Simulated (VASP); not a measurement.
# ZnO in VASP: a series of runs

The runs below take ZnO through single point, with LDA.

Program: VASP 6.6.1. These are calculated values, not measurements. Logs are shortened: lines on timing, memory, paths and dates and some standing lists are left out, and cuts for length are marked.

## (1) The cell of the first run

The structure is hexagonal, space group P6_3mc (No. 186). The conventional cell has a = 3.231 Å, b = 3.231 Å, c = 5.216 Å, α = 90.00°, β = 90.00°, γ = 120.00°. Within 2.7 Å of Zn (site symmetry 3m) lie 5 O at 1.87 to 2.67 Å. Within 2.7 Å of O (site symmetry 3m) lie 5 Zn at 1.87 to 2.67 Å.

## (2) Single point, LDA (atoms displaced along a vibrational mode)

The input, INCAR:

```
ALGO     = Normal         # electronic algorithm
EDIFF    = 1E-6           # SCF threshold, eV
ENCUT    = 520            # plane-wave cutoff, eV
ISIF     = 2              # what is computed and relaxed
ISMEAR   = 0              # smearing method
LASPH    = True           # aspherical terms in the spheres
LCHARG   = False          # write CHGCAR
LREAL    = False          # projectors in reciprocal space
LWAVE    = False          # write WAVECAR
NBANDS   = 26             # bands
NELM     = 100            # most SCF steps
PREC     = Accurate       # precision mode
SIGMA    = 0.01           # smearing width, eV
```

The input, KPOINTS:

```
k-points
0
Gamma
  9 9 6
```

The input, POSCAR:

```
ZnO
1.0
    3.2309097002      0.0000000000      0.0000000000
   -1.6154548501      2.7980498777      0.0000000000
    0.0000000000      0.0000000000      5.2156080707
Zn O
2 2
Direct
    0.3333333333      0.6666666667     -0.0529470019
    0.6666666667      0.3333333333      0.4470529981
    0.3333333333      0.6666666667      0.4349470019
    0.6666666667      0.3333333333      0.9349470019
```

Potentials or basis: VASP PAW LDA potentials, release 64 (Zn, O).

Started as:

```
> cat potpaw_LDA.64/Zn/POTCAR potpaw_LDA.64/O/POTCAR > POTCAR
> mpirun -np 1 vasp_std > vasp.out
```

OUTCAR:

```text
EDIFF = 1E-6
   ENCUT = 520
   ISIF = 2
   ISMEAR = 0
   LASPH = True
   LREAL = False
   NELM = 100
   PREC = Accurate

 ion  position               nearest neighbor table
   1  0.333  0.667  0.947-   4 1.87   4 1.87   4 1.87
   2  0.667  0.333  0.447-   3 1.87   3 1.87   3 1.87
   3  0.333  0.667  0.435-   2 1.87   2 1.87   2 1.87
   4  0.667  0.333  0.935-   1 1.87   1 1.87   1 1.87

  LATTYP: Found a hexagonal cell.
 ALAT       =     3.2309097002
 C/A-ratio  =     1.6142846921

  Lattice vectors:

 A1 = (   3.2309097002,   0.0000000000,   0.0000000000)
 A2 = (  -1.6154548501,   2.7980498777,   0.0000000000)
 A3 = (   0.0000000000,   0.0000000000,   5.2156080707)

Analysis of symmetry for initial positions (statically):
=====================================================================
 Subroutine PRICEL returns:
 Original cell was already a primitive cell.

 Routine SETGRP: Setting up the symmetry group for a
 hexagonal supercell.

 Subroutine GETGRP returns: Found 12 space group operations
 (whereof  6 operations were pure point group operations)
 out of a pool of 24 trial point group operations.

The static configuration has the point symmetry C_3v.
 The point group associated with its full space group is C_6v.

Analysis of symmetry for dynamics (positions and initial velocities):
=====================================================================
 Subroutine PRICEL returns:
 Original cell was already a primitive cell.

 Routine SETGRP: Setting up the symmetry group for a
 hexagonal supercell.

 Subroutine GETGRP returns: Found 12 space group operations
 (whereof  6 operations were pure point group operations)
 out of a pool of 24 trial point group operations.

The dynamic configuration has the point symmetry C_3v.
 The point group associated with its full space group is C_6v.

 Subroutine INISYM returns: Found 12 space group operations
 (whereof  6 operations are pure point group operations),
 and found     1 'primitive' translations

----------------------------------------------------------------------------------------

                                     Primitive cell

  volume of cell :      47.1504

  direct lattice vectors                    reciprocal lattice vectors
     3.230909700  0.000000000  0.000000000     0.309510352  0.178695885  0.000000000
    -1.615454850  2.798049878  0.000000000     0.000000000  0.357391771  0.000000000
     0.000000000  0.000000000  5.215608071     0.000000000  0.000000000  0.191732198

  length of vectors
     3.230909700  3.230909700  5.215608071     0.357391771  0.357391771  0.191732198

  position of ions in fractional coordinates (direct lattice)
     0.333333333  0.666666667  0.947052998
     0.666666667  0.333333333  0.447052998
     0.333333333  0.666666667  0.434947002
     0.666666667  0.333333333  0.934947002

  ion indices of the primitive-cell ions
   primitive index   ion index
                 1           1
                 2           2
                 3           3
                 4           4

----------------------------------------------------------------------------------------

 KPOINTS: k-points

Automatic generation of k-mesh.
 Grid dimensions read from file:
 generate k-points for:    9    9    6

 Generating k-lattice:

  Cartesian coordinates                     Fractional coordinates (reciprocal lattice)
     0.034390039  0.019855098  0.000000000     0.111111111  0.000000000  0.000000000
     0.000000000  0.039710197  0.000000000     0.000000000  0.111111111  0.000000000
     0.000000000  0.000000000  0.031955366     0.000000000  0.000000000  0.166666667

  Length of vectors
     0.039710197  0.039710197  0.031955366

  Shift w.r.t. Gamma in fractional coordinates (k-lattice)
     0.000000000  0.000000000  0.000000000

 Subroutine IBZKPT returns following result:
 ===========================================

 Found     48 irreducible k-points:

 Following reciprocal coordinates:
            Coordinates               Weight
  0.000000  0.000000  0.000000      1.000000
  0.111111  0.000000  0.000000      6.000000
  0.222222 -0.000000  0.000000      6.000000
  0.333333 -0.000000  0.000000      6.000000
  0.444444 -0.000000  0.000000      6.000000
  0.111111  0.111111  0.000000      6.000000
[... 16 lines left out ...]
  0.333333  0.222222  0.166667     24.000000
  0.333333  0.333333  0.166667      4.000000
 [... further k-points ...]
   k-points           NKPTS =     48   k-points in BZ     NKDIM =     48   number of bands    NBANDS=     26
   number of dos      NEDOS =    301   number of ions     NIONS =      4
   total plane-waves  NPLWV =  23040
   dimension x,y,z NGX =    24 NGY =   24 NGZ =   40
   dimension x,y,z NGXF=    48 NGYF=   48 NGZF=   80
   ions per type =               2   2
   NGX,Y,Z   is equivalent  to a cutoff of  12.35, 12.35, 12.75 a.u.
   NGXF,Y,Z  is equivalent  to a cutoff of  24.70, 24.70, 25.50 a.u.
 SYSTEM =  unknown system
   PREC   = accura    normal or accurate (medium, high low for compatibility)
   ISTART =      0    job   : 0-new  1-cont  2-samecut
   ICHARG =      2    charge: 1-file 2-atom 10-const
   ISPIN  =      1    spin polarized calculation?
   LNONCOLLINEAR =      F non collinear calculations
   LSORBIT =      F    spin-orbit coupling
   LASPH  =      T    aspherical Exc in radial PAW
   ENCUT  =  520.0 eV  38.22 Ry    6.18 a.u.   6.01  6.01  9.70*2*pi/ulx,y,z
   NELM   =    100;   NELMIN=  2; NELMDL= -5     # of ELM steps
   EDIFF  = 0.1E-05   stopping-criterion for ELM
   LREAL  =      F    real-space projection
   EDIFFG = 0.1E-04   stopping-criterion for IOM
   NSW    =      0    number of steps for IOM
   IBRION =     -1    ionic relax: 0-MD 1-quasi-New 2-CG
   NFREE  =      0    steps in history (QN), initial steepest desc. (CG)
   ISIF   =      2    stress and relaxation
   ISYM   =      2    0-nonsym 1-usesym 2-fastsym
   POTIM  = 0.5000    time-step for ionic-motion
   TEBEG  =    0.0;   TEEND  =   0.0 temperature during run
   PSTRESS=    0.0 pullay stress
   NELECT =      36.0000    total number of electrons
   NUPDOWN=      -1.0000    fix difference up-down
   EMIN   =  10.00;   EMAX   =-10.00  energy-range for DOS
   EFERMI =   0.00;   METHOD = LEGACY
   ISMEAR =     0;   SIGMA  =   0.01  broadening in eV -4-tet -1-fermi 0-gaus
   EFERMI_NEDOS =   21; number of points for ismear=-14 and -15
   IALGO  =     38    algorithm
   IMIX   =      4    mixing-type and parameters
     AMIX     =   0.40;   BMIX     =  1.00
     AMIX_MAG =   1.60;   BMIX_MAG =  1.00
  volume/ion in A,a.u.               =      11.79        79.55
  Fermi-wavevector in a.u.,A,eV,Ry     =   1.496284  2.827566 30.461604  2.238865
  Thomas-Fermi vector in A             =   2.608320
   LORBIT       =      0    0 simple, 1 ext, 2 COOP (PROOUT), +10 PAW based schemes
   GGA     = CA    functional components
   LHFCALC =     F    Hartree Fock is set to
   AEXX    =    0.0000 exact exchange contribution
   IVDW    =     0    specifies the selected vdW correction
   LEPSILON=     F    determine dielectric tensor
   LRPA    =     F    only Hartree local field effects (RPA)
 non-spin polarized calculation
 Gauss-broadening in eV      SIGMA  =   0.01
  energy-cutoff  :      520.00
  volume of cell :       47.15
 maximum number of plane-waves:      1290
   NGX = 13   NGY = 13   NGZ = 19

 number of electron      36.0000035 magnetization

 Free energy of the ion-electron system (eV)
  ---------------------------------------------------
  ext. energy  EPLUGINS =         0.00000000
  ---------------------------------------------------
  free energy    TOTEN  =       -20.62068963 eV

  energy without entropy =      -20.62068963  energy(sigma->0) =      -20.62068963

 E-fermi :   1.2727     XC(G=0): -11.4937

 val. band max:        1.1479888196   @ k =   0.0000   0.0000   0.0000
 cond. band min:       2.0325306841   @ k =   0.0000   0.0000   0.0000
 fundamental gap:      0.8845418645
 Fermi energy:         1.2727347873

 k-point     1 :       0.0000    0.0000    0.0000
  band No.  band energies     occupation
      1     -17.0546      2.00000
      2     -16.3538      2.00000
      3      -5.4246      2.00000
      4      -5.4246      2.00000
      5      -5.3809      2.00000
      6      -5.3809      2.00000
[... 18 lines left out ...]
     25      14.8105      0.00000
     26      15.8714      0.00000

 k-point     2 :       0.1111    0.0000    0.0000
  band No.  band energies     occupation
      1     -16.9761      2.00000
      2     -16.3089      2.00000
      3      -5.4609      2.00000
      4      -5.4124      2.00000
      5      -5.3458      2.00000
      6      -5.2813      2.00000
[... 18 lines left out ...]
     25      14.9400      0.00000
     26      15.2376      0.00000

 k-point     3 :       0.2222   -0.0000    0.0000
  band No.  band energies     occupation
      1     -16.7666      2.00000
      2     -16.1990      2.00000
      3      -5.5576      2.00000
      4      -5.4035      2.00000
      5      -5.1131      2.00000
      6      -5.0148      2.00000
[... 18 lines left out ...]
     25      14.4874      0.00000
     26      16.4095      0.00000

 k-point     4 :       0.3333   -0.0000    0.0000
  band No.  band energies     occupation
      1     -16.5011      2.00000
      2     -16.0885      2.00000
      3      -5.5884      2.00000
      4      -5.2744      2.00000
      5      -4.7830      2.00000
      6      -4.6591      2.00000
[... 18 lines left out ...]
     25      15.0624      0.00000
     26      16.5064      0.00000
[... 496 lines left out ...]
      1     -16.3509      2.00000
      2     -16.0708      2.00000
      3      -5.3844      2.00000
      4      -5.2714      2.00000
      5      -4.6115      2.00000
      6      -4.5952      2.00000
[... 18 lines left out ...]
     25      12.7865      0.00000
     26      16.0175      0.00000

 k-point    23 :       0.3333    0.2222    0.1667
  band No.  band energies     occupation
      1     -16.1832      2.00000
      2     -16.0449      2.00000
      3      -5.1613      2.00000
      4      -5.0227      2.00000
      5      -4.5605      2.00000
      6      -4.4868      2.00000
[... 18 lines left out ...]
     25      13.1947      0.00000
     26      15.2830      0.00000

 k-point    24 :       0.3333    0.3333    0.1667
  band No.  band energies     occupation
      1     -16.0813      2.00000
      2     -16.0813      2.00000
      3      -4.9115      2.00000
      4      -4.9115      2.00000
      5      -4.5132      2.00000
      6      -4.5132      2.00000
[... 18 lines left out ...]
     25      13.8555      0.00000
     26      15.6233      0.00000

 [... further k-points ...]

------------------------ aborting loop because EDIFF is reached ----------------------------------------

  FORCE on cell =-STRESS in cart. coord.  units (eV):
  Direction    XX          YY          ZZ          XY          YZ          ZX
  --------------------------------------------------------------------------------------
  -------------------------------------------------------------------------------------
  Total        2.1353108      2.1353108     -2.1478924      0.0000000      0.0000000      0.0000000
  in kB       72.5581914     72.5581914    -72.9857168      0.0000000      0.0000000      0.0000000
  external PRESSURE =      24.0435553 kB  Pullay stress =       0.0000000 kB

 VOLUME and BASIS-vectors are now :
 -----------------------------------------------------------------------------
  energy-cutoff  :      520.00
  volume of cell :       47.15
      direct lattice vectors                 reciprocal lattice vectors
     3.230909700  0.000000000  0.000000000     0.309510352  0.178695885  0.000000000
    -1.615454850  2.798049878  0.000000000     0.000000000  0.357391771  0.000000000
     0.000000000  0.000000000  5.215608071     0.000000000  0.000000000  0.191732198

 POSITION                                       TOTAL-FORCE (eV/Angst)
 -----------------------------------------------------------------------------------
     -0.00000      1.86537      4.93946         0.000000     -0.000000      0.150668
      1.61545      0.93268      2.33165         0.000000     -0.000000      0.150668
     -0.00000      1.86537      2.26851         0.000000     -0.000000     -0.150668
      1.61545      0.93268      4.87632        -0.000000      0.000000     -0.150668
 -----------------------------------------------------------------------------------
    total drift:                               -0.000001     -0.000002     -0.003341

  FREE ENERGIE OF THE ION-ELECTRON SYSTEM (eV)
  ---------------------------------------------------
  free  energy   TOTEN  =       -20.6206896254 eV

  energy  without entropy=      -20.6206896254  energy(sigma->0) =      -20.62068963
```

It took 42 s on 1 thread of AMD EPYC 7R13 (Zen 3), shared host; peak memory 0.14 GiB.

What came out:

```
Free energy            : -20.6207 eV
Pressure               : 2.4 GPa
Largest force          : 0.151 eV/Å
Band gap on the k mesh : 0.88 eV
```

Forces on the atoms (eV/Å):
```
Zn   0.000  0.000  0.151
Zn   0.000  0.000  0.151
O    0.000  0.000 -0.151
O    0.000  0.000 -0.151
```

Stress tensor (GPa, compression positive):
```
 7.26  0.00  0.00
 0.00  7.26  0.00
 0.00  0.00 -7.30
```

Levels at points of the mesh, in eV from the valence-band top:
```csv
k point,band 16,band 17,band 18,band 19,band 20,band 21
"(0.00, 0.00, 0.00)",-0.33,0.00,0.00,0.88,4.66,7.72
"(0.00, 0.00, 0.50)",-0.16,-0.16,-0.16,3.24,3.24,9.50
```

Caveat: the cell differs from its parent crystal (atoms displaced along a vibrational mode); an odd mesh through Γ misses points on the zone boundary, where band edges can lie.

## (3) Single point, LDA

The input, INCAR:

```
  PREC = Accurate
  ENCUT = 520
  EDIFF = 1E-6
  ISMEAR = 0
  SIGMA = 0.01
  LREAL = False
  LASPH = True
  NELM = 60
  ALGO = Normal
  ISIF = 2
  LWAVE = False
  LCHARG = True
  LELF = True
  LVHAR = True
  NBANDS = 26
```

The input, KPOINTS:

```
Automatic mesh
0
Gamma
  9 9 6
```

The input, POSCAR:

```
ZnO
1.0
    3.2309097002      0.0000000000      0.0000000000
   -1.6154548501      2.7980498777      0.0000000000
    0.0000000000      0.0000000000      5.2156080707
Zn O
2 2
Direct
    0.3333333333      0.6666666667     -0.0590000000
    0.6666666667      0.3333333333      0.4410000000
    0.3333333333      0.6666666667      0.4410000000
    0.6666666667      0.3333333333      0.9410000000
```

Potentials or basis: VASP PAW LDA potentials, release 64 (Zn, O).

Started as:

```
> cat potpaw_LDA.64/Zn/POTCAR potpaw_LDA.64/O/POTCAR > POTCAR
> mpirun -np 1 vasp_std > vasp.out
```

It took 39 s on 1 thread of AMD EPYC 7R13 (Zen 3), shared host; peak memory 0.14 GiB.

The run converged. Its results:

| Item | Value |
| --- | --- |
| Free energy | -20.6111 eV |
| Pressure | 2.6 GPa |
| Band gap on the k mesh | 0.89 eV |

Stress tensor (GPa, compression positive):
```
 7.44  0.00  0.00
 0.00  7.44  0.00
 0.00  0.00 -7.17
```

Levels at points of the mesh, in eV from the valence-band top:
```
           k point  band 16  band 17  band 18  band 19  band 20  band 21
(0.00, 0.00, 0.00)    -0.32     0.00     0.00     0.89     4.66     7.71
(0.00, 0.00, 0.50)    -0.15    -0.15    -0.15     3.24     3.24     9.50
```

Caveat: an odd mesh through Γ misses points on the zone boundary, where band edges can lie.
